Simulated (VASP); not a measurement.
# Co (P6_3/mmc) in VASP: a series of runs

Co is run at these levels: PBE; tasks: single point.

All numbers are computed with VASP 6.6.1; they aren't measurements. Logs are shortened: lines on timing, memory, paths and dates and some standing lists are left out, and cuts for length are marked.

### 1 The cell of the first run

It takes space group P6_3/mmc (No. 194, hexagonal). The conventional cell has a = 2.454 Å, b = 2.454 Å, c = 4.006 Å, α = 90.00°, β = 90.00°, γ = 120.00°. Within 3.2 Å of Co (site symmetry -6m2) lie 12 Co at 2.45 Å.

### 2 Single point, PBE, collinear spin, ferromagnetic start (volume scaled by 0.94, then relaxed in part)

INCAR reads:

```
SYSTEM = Co
PREC = Accurate
ENCUT = 520
EDIFF = 1E-6
ISMEAR = -1
SIGMA = 0.05
LREAL = .False.
LASPH = .True.
NELM = 150
ALGO = Normal
ISIF = 2
LWAVE = .False.
LCHARG = .False.
ISPIN = 2
MAGMOM = 2 2
LORBIT = 11
LMAXMIX = 4
GGA = PE
NBANDS = 20
```

KPOINTS reads:

```
Automatic mesh
0
Gamma
  21 21 11
  0 0 0
```

POSCAR reads:

```
Co
1.0
    2.4542550367      0.0000000000      0.0000000000
   -1.2271275184      2.1254472092      0.0000000000
    0.0000000000      0.0000000000      4.0058214744
Co
2
Direct
    0.3333333333      0.6666666667      0.2500000000
    0.6666666667      0.3333333333      0.7500000000
```

Potentials or basis: VASP PAW PBE potentials, release 64 (Co).

Run with:

```console
$ cat potpaw_PBE.64/Co/POTCAR > POTCAR
$ mpirun -np 1 vasp_std > vasp.out
```

OUTCAR:

```text
SYSTEM = Co
   PREC = Accurate
   ENCUT = 520
   EDIFF = 1E-6
   ISMEAR = -1
   LREAL = .False.
   LASPH = .True.
   NELM = 150
   ISIF = 2
   ISPIN = 2
   LORBIT = 11
   GGA = PE

 ion  position               nearest neighbor table
   1  0.333  0.667  0.250-   2 2.45   2 2.45   2 2.45   2 2.45   2 2.45   2 2.45
   2  0.667  0.333  0.750-   1 2.45   1 2.45   1 2.45   1 2.45   1 2.45   1 2.45

  LATTYP: Found a hexagonal cell.
 ALAT       =     2.4542550367
 C/A-ratio  =     1.6321944600

  Lattice vectors:

 A1 = (   2.4542550367,   0.0000000000,   0.0000000000)
 A2 = (  -1.2271275184,   2.1254472092,   0.0000000000)
 A3 = (   0.0000000000,   0.0000000000,   4.0058214744)

Analysis of symmetry for initial positions (statically):
=====================================================================
 Subroutine PRICEL returns:
 Original cell was already a primitive cell.

 Routine SETGRP: Setting up the symmetry group for a
 hexagonal supercell.

 Subroutine GETGRP returns: Found 24 space group operations
 (whereof 12 operations were pure point group operations)
 out of a pool of 24 trial point group operations.

The static configuration has the point symmetry D_3d.
 The point group associated with its full space group is D_6h.

Analysis of symmetry for dynamics (positions and initial velocities):
=====================================================================
 Subroutine PRICEL returns:
 Original cell was already a primitive cell.

 Routine SETGRP: Setting up the symmetry group for a
 hexagonal supercell.

 Subroutine GETGRP returns: Found 24 space group operations
 (whereof 12 operations were pure point group operations)
 out of a pool of 24 trial point group operations.

The dynamic configuration has the point symmetry D_3d.
 The point group associated with its full space group is D_6h.

Analysis of structural, dynamic, and magnetic symmetry:
=====================================================================
 Subroutine PRICEL returns:
 Original cell was already a primitive cell.

 Routine SETGRP: Setting up the symmetry group for a
 hexagonal supercell.

 Subroutine GETGRP returns: Found 24 space group operations
 (whereof 12 operations were pure point group operations)
 out of a pool of 24 trial point group operations.

The overall configuration has the point symmetry D_3d.
 The point group associated with its full space group is D_6h.

 Subroutine INISYM returns: Found 24 space group operations
 (whereof 12 operations are pure point group operations),
 and found     1 'primitive' translations

----------------------------------------------------------------------------------------

                                     Primitive cell

  volume of cell :      20.8959

  direct lattice vectors                    reciprocal lattice vectors
     2.454255037  0.000000000  0.000000000     0.407455617  0.235244610  0.000000000
    -1.227127518  2.125447209  0.000000000     0.000000000  0.470489220  0.000000000
     0.000000000  0.000000000  4.005821474     0.000000000  0.000000000  0.249636687

  length of vectors
     2.454255037  2.454255037  4.005821474     0.470489220  0.470489220  0.249636687

  position of ions in fractional coordinates (direct lattice)
     0.333333333  0.666666667  0.250000000
     0.666666667  0.333333333  0.750000000

  ion indices of the primitive-cell ions
   primitive index   ion index
                 1           1
                 2           2

----------------------------------------------------------------------------------------

 KPOINTS: Automatic mesh

Automatic generation of k-mesh.
 Grid dimensions read from file:
 generate k-points for:   21   21   11

 Generating k-lattice:

  Cartesian coordinates                     Fractional coordinates (reciprocal lattice)
     0.019402648  0.011202124  0.000000000     0.047619048 -0.000000000  0.000000000
     0.000000000  0.022404249  0.000000000     0.000000000  0.047619048  0.000000000
     0.000000000  0.000000000  0.022694244     0.000000000  0.000000000  0.090909091

  Length of vectors
     0.022404249  0.022404249  0.022694244

  Shift w.r.t. Gamma in fractional coordinates (k-lattice)
     0.000000000  0.000000000  0.000000000

 Subroutine IBZKPT returns following result:
 ===========================================

 Found    288 irreducible k-points:

 Following reciprocal coordinates:
            Coordinates               Weight
  0.000000  0.000000  0.000000      1.000000
  0.047619 -0.000000  0.000000      6.000000
  0.095238 -0.000000  0.000000      6.000000
  0.142857 -0.000000  0.000000      6.000000
  0.190476 -0.000000  0.000000      6.000000
  0.238095 -0.000000  0.000000      6.000000
[... 16 lines left out ...]
  0.142857  0.095238  0.000000     12.000000
  0.190476  0.095238  0.000000     12.000000
 [... further k-points ...]
   k-points           NKPTS =    288   k-points in BZ     NKDIM =    288   number of bands    NBANDS=     20
   number of dos      NEDOS =    301   number of ions     NIONS =      2
   total plane-waves  NPLWV =   9720
   dimension x,y,z NGX =    18 NGY =   18 NGZ =   30
   dimension x,y,z NGXF=    36 NGYF=   36 NGZF=   60
   ions per type =               2
   NGX,Y,Z   is equivalent  to a cutoff of  12.19, 12.19, 12.45 a.u.
   NGXF,Y,Z  is equivalent  to a cutoff of  24.39, 24.39, 24.90 a.u.
 SYSTEM =  Co
   PREC   = accura    normal or accurate (medium, high low for compatibility)
   ISTART =      0    job   : 0-new  1-cont  2-samecut
   ICHARG =      2    charge: 1-file 2-atom 10-const
   ISPIN  =      2    spin polarized calculation?
   LNONCOLLINEAR =      F non collinear calculations
   LSORBIT =      F    spin-orbit coupling
   LASPH  =      T    aspherical Exc in radial PAW
   ENCUT  =  520.0 eV  38.22 Ry    6.18 a.u.   4.56  4.56  7.45*2*pi/ulx,y,z
   NELM   =    150;   NELMIN=  2; NELMDL= -5     # of ELM steps
   EDIFF  = 0.1E-05   stopping-criterion for ELM
   LREAL  =      F    real-space projection
[... 7 lines left out ...]
   TEBEG  =    0.0;   TEEND  =   0.0 temperature during run
   PSTRESS=    0.0 pullay stress
   NELECT =      18.0000    total number of electrons
   NUPDOWN=      -1.0000    fix difference up-down
   EMIN   =  10.00;   EMAX   =-10.00  energy-range for DOS
   EFERMI =   0.00;   METHOD = LEGACY
   ISMEAR =    -1;   SIGMA  =   0.05  broadening in eV -4-tet -1-fermi 0-gaus
   EFERMI_NEDOS =   21; number of points for ismear=-14 and -15
   IALGO  =     38    algorithm
   IMIX   =      4    mixing-type and parameters
     AMIX     =   0.40;   BMIX     =  1.00
     AMIX_MAG =   1.60;   BMIX_MAG =  1.00
  volume/ion in A,a.u.               =      10.45        70.51
  Fermi-wavevector in a.u.,A,eV,Ry     =   1.557681  2.943590 33.012761  2.426369
  Thomas-Fermi vector in A             =   2.661296
   LORBIT       =     11    0 simple, 1 ext, 2 COOP (PROOUT), +10 PAW based schemes
   GGA     = PE    functional components
   LHFCALC =     F    Hartree Fock is set to
   AEXX    =    0.0000 exact exchange contribution
   IVDW    =     0    specifies the selected vdW correction
   LEPSILON=     F    determine dielectric tensor
   LRPA    =     F    only Hartree local field effects (RPA)
 spin polarized calculation
  energy-cutoff  :      520.00
  volume of cell :       20.90
 maximum number of plane-waves:       577
   NGX =  9   NGY =  9   NGZ = 15

 number of electron      17.9999975 magnetization       3.1254828

 Free energy of the ion-electron system (eV)
  ---------------------------------------------------
  ext. energy  EPLUGINS =         0.00000000
  ---------------------------------------------------
  free energy    TOTEN  =       -14.05849190 eV

  energy without entropy =      -14.04458217  energy(sigma->0) =      -14.05153703

 E-fermi :  10.8011     XC(G=0): -13.6268

 val. band max:       10.8009205099   @ k =   0.0476   0.0476   0.1818
 cond. band min:      10.8014630729   @ k =   0.1905   0.1429   0.3636
 fundamental gap:      0.0005425629
 Fermi energy:        10.8010905587

 spin component 1

 k-point     1 :       0.0000    0.0000    0.0000
  band No.  band energies     occupation
      1       1.6714      1.00000
      2       5.4946      1.00000
      3       8.1039      1.00000
      4       8.1787      1.00000
      5       8.1787      1.00000
      6       8.5001      1.00000
[... 12 lines left out ...]
     19      37.5471      0.00000
     20      37.5471      0.00000

 k-point     2 :       0.0476   -0.0000    0.0000
  band No.  band energies     occupation
      1       1.7542      1.00000
      2       5.5464      1.00000
      3       8.0167      1.00000
      4       8.2186      1.00000
      5       8.2550      1.00000
      6       8.4794      1.00000
[... 498 lines left out ...]
 k-point    24 :       0.1905    0.0952    0.0000
  band No.  band energies     occupation
      1       3.7907      1.00000
      2       6.4352      1.00000
      3       7.1949      1.00000
      4       7.3186      1.00000
      5       8.1756      1.00000
      6       8.2547      1.00000
[... 12 lines left out ...]
     19      36.5517      0.00000
     20      37.7283      0.00000

 [... further k-points ...]

 spin component 2

 k-point     1 :       0.0000    0.0000    0.0000
  band No.  band energies     occupation
      1       1.6668      1.00000
      2       6.3986      1.00000
      3       9.6795      1.00000
      4       9.7651      1.00000
      5       9.7651      1.00000
      6      10.1386      1.00000
[... 12 lines left out ...]
     19      37.8315      0.00000
     20      37.8315      0.00000

 k-point     2 :       0.0476   -0.0000    0.0000
  band No.  band energies     occupation
      1       1.7499      1.00000
      2       6.4568      1.00000
      3       9.5765      1.00000
      4       9.8087      1.00000
      5       9.8511      1.00000
      6      10.1120      1.00000
[... 498 lines left out ...]
 k-point    24 :       0.1905    0.0952    0.0000
  band No.  band energies     occupation
      1       3.8277      1.00000
      2       7.5356      1.00000
      3       8.2790      1.00000
      4       8.6712      1.00000
      5       9.6874      1.00000
      6       9.8613      1.00000
[... 12 lines left out ...]
     19      36.7595      0.00000
     20      38.1436      0.00000

 [... further k-points ...]
[... 5 lines left out ...]
  --------------------------------------------------------------------------------------
  -------------------------------------------------------------------------------------
  Total        1.1692002      1.1692002      0.7406140     -0.0000000     -0.0000000      0.0000000
  in kB       89.6474358     89.6474358     56.7859485     -0.0000000     -0.0000000      0.0000000
  external PRESSURE =      78.6936067 kB  Pullay stress =       0.0000000 kB

 VOLUME and BASIS-vectors are now :
 -----------------------------------------------------------------------------
  energy-cutoff  :      520.00
  volume of cell :       20.90
      direct lattice vectors                 reciprocal lattice vectors
     2.454255037  0.000000000  0.000000000     0.407455617  0.235244610  0.000000000
    -1.227127518  2.125447209  0.000000000     0.000000000  0.470489220  0.000000000
     0.000000000  0.000000000  4.005821474     0.000000000  0.000000000  0.249636687

 POSITION                                       TOTAL-FORCE (eV/Angst)
 -----------------------------------------------------------------------------------
     -0.00000      1.41696      1.00146         0.000000      0.000000      0.000000
      1.22713      0.70848      3.00437        -0.000000     -0.000000      0.000000
 -----------------------------------------------------------------------------------
    total drift:                                0.000000     -0.000000     -0.000000

  FREE ENERGIE OF THE ION-ELECTRON SYSTEM (eV)
  ---------------------------------------------------
  free  energy   TOTEN  =       -14.0584918983 eV

  energy  without entropy=      -14.0445821714  energy(sigma->0) =      -14.05153703

 total charge

# of ion       s       p       d       tot
------------------------------------------
    1        0.504   0.554   7.291   8.349
    2        0.504   0.554   7.291   8.349
--------------------------------------------------
tot          1.009   1.109  14.581  16.699

 magnetization (x)

# of ion       s       p       d       tot
------------------------------------------
    1       -0.016  -0.056   1.648   1.576
    2       -0.016  -0.056   1.648   1.576
--------------------------------------------------
tot         -0.032  -0.112   3.296   3.152
```

It took 88 s on 1 thread of Intel Xeon Platinum 8559C (Emerald Rapids), shared host; peak memory 0.27 GiB.

What came out:

```
Free energy                                           : -14.0585 eV
Pressure                                              : 7.9 GPa
Net moment                                            : 3.13 μB per cell
Site moments                                          : Co +1.58 μB
Valence electrons inside the program's atomic spheres : Co 8.35
```

Stress tensor (GPa, compression positive):
```
8.96 0.00 0.00
0.00 8.96 0.00
0.00 0.00 5.68
```

### 3 Single point, PBE, collinear spin, ferromagnetic start (volume scaled by 0.96, then relaxed in part)

INCAR reads:

```
SYSTEM = Co
ALGO = Normal ; EDIFF = 1E-6
ENCUT = 520 ; GGA = PE
ISIF = 2 ; ISMEAR = -1
ISPIN = 2 ; LASPH = .TRUE.
LCHARG = .TRUE. ; LELF = .TRUE.
LMAXMIX = 4 ; LORBIT = 11
LREAL = .FALSE. ; LVHAR = .TRUE.
LWAVE = .FALSE. ; MAGMOM = 2 2
NBANDS = 20 ; NELM = 150
PREC = Accurate ; SIGMA = 0.05
```

KPOINTS reads:

```
k-points
0
G
  21 21 11
  0 0 0
```

POSCAR reads:

```
Co
1.0
    2.4715390924      0.0000000000      0.0000000000
   -1.2357695462      2.1404156404      0.0000000000
    0.0000000000      0.0000000000      4.0340324142
Co
2
Direct
    0.3333333333      0.6666666667      0.2500000000
    0.6666666667      0.3333333333      0.7500000000
```

Potentials or basis: VASP PAW PBE potentials, release 64 (Co).

Run with:

```console
$ cat potpaw_PBE.64/Co/POTCAR > POTCAR
$ mpirun -np 1 vasp_std > vasp.out
```

Wall time 84 s (1 thread of Intel Xeon Platinum 8559C (Emerald Rapids), shared host); peak memory 0.27 GiB.

Results (log left out):

- Free energy: -14.0732 eV
- Pressure: 2.9 GPa
- Net moment: 3.16 μB per cell
- Site moments: Co +1.60 μB
- Valence electrons inside the program's atomic spheres: Co 8.31

Stress tensor (GPa, compression positive):
```
3.91 0.00 0.00
0.00 3.91 0.00
0.00 0.00 0.90
```

Levels at points of the mesh, in eV from the Fermi level:
Spin up:
```
           k point  band 7  band 8  band 9  band 10  band 11  band 12  band 13  band 14  band 15  band 16
(0.00, 0.00, 0.00)   -2.29   -1.90   -1.90    -0.81    -0.81    -0.19     6.37    22.24    25.05    25.05
```
Spin down:
```csv
k point,band 5,band 6,band 7,band 8,band 9,band 10
"(0.00, 0.00, 0.00)",-0.99,-0.63,-0.63,-0.25,-0.15,-0.15
```

### 4 Single point, PBE, collinear spin, ferromagnetic start (z stretched by -3 %, then relaxed in part)

INCAR reads:

```
SYSTEM = Co
PREC = Accurate ; ENCUT = 520
EDIFF = 1E-6 ; ISMEAR = -1
SIGMA = 0.05 ; LREAL = .FALSE.
LASPH = .TRUE. ; NELM = 150
ALGO = Normal ; ISIF = 2
LWAVE = .FALSE. ; LCHARG = .FALSE.
ISPIN = 2 ; MAGMOM = 2 2
LORBIT = 11 ; LMAXMIX = 4
GGA = PE ; NBANDS = 20
```

KPOINTS reads:

```
regular mesh
0
G
  21 21 11
  0 0 0
```

POSCAR reads:

```
Co
1.0
    2.5054000000      0.0000000000      0.0000000000
   -1.2527000000      2.1697400466      0.0000000000
    0.0000000000      0.0000000000      3.9666210000
Co
2
Direct
    0.3333333333      0.6666666667      0.2500000000
    0.6666666667      0.3333333333      0.7500000000
```

Run with:

```console
$ cat potpaw_PBE.64/Co/POTCAR > POTCAR
$ mpirun -np 1 vasp_std > vasp.out
```

Run time: 90 s. Hardware: 1 thread of Intel Xeon Platinum 8559C (Emerald Rapids), shared host; peak memory 0.28 GiB.

The run converged. Its results:

| Quantity | Value |
| --- | --- |
| Free energy | -14.0715 eV |
| Pressure | 0.8 GPa |
| Net moment | 3.17 μB per cell |
| Site moments | Co +1.61 μB |
| Valence electrons inside the program's atomic spheres | Co 8.29 |

Stress tensor (GPa, compression positive):
```
-1.20  0.00  0.00
 0.00 -1.20  0.00
 0.00  0.00  4.76
```

Levels at points of the mesh, in eV from the Fermi level:
Spin up:
| k point | band 9 | band 10 | band 11 | band 12 | band 13 | band 14 |
| --- | --- | --- | --- | --- | --- | --- |
| (0.00, 0.00, 0.00) | -1.98 | -0.78 | -0.78 | 0.19 | 6.74 | 21.77 |
Spin down:
| k point | band 3 | band 4 | band 5 | band 6 | band 7 | band 8 | band 9 | band 10 | band 11 | band 12 |
| --- | --- | --- | --- | --- | --- | --- | --- | --- | --- | --- |
| (0.00, 0.00, 0.00) | -0.97 | -0.97 | -0.85 | -0.57 | -0.57 | -0.26 | -0.26 | 0.11 | 1.06 | 1.06 |

Caveat: the cell differs from its parent crystal (z stretched by -3 %, then relaxed in part).

### 5 The runs side by side

| cell | gap on the mesh (eV) | pressure (GPa) | moment (μB) |
| --- | --- | --- | --- |
| a = 2.454, b = 2.454, c = 4.006 Å, angles 90.0, 90.0, 120.0°, 2 atoms | none | 7.9 | 3.13 |
| a = 2.472, b = 2.472, c = 4.034 Å, angles 90.0, 90.0, 120.0°, 2 atoms | none | 2.9 | 3.16 |
| a = 2.505, b = 2.505, c = 3.967 Å, angles 90.0, 90.0, 120.0°, 2 atoms | none | 0.8 | 3.17 |

Alike in all rows: task single point; level PBE; potentials or basis VASP PAW PBE potentials, release 64 (Co); spin collinear, ferromagnetic start; k mesh 21 × 21 × 11; cutoff (eV) 520; smearing fermi-dirac 0.05 eV.

Absolute energies hang on the potentials; compare differences alone.
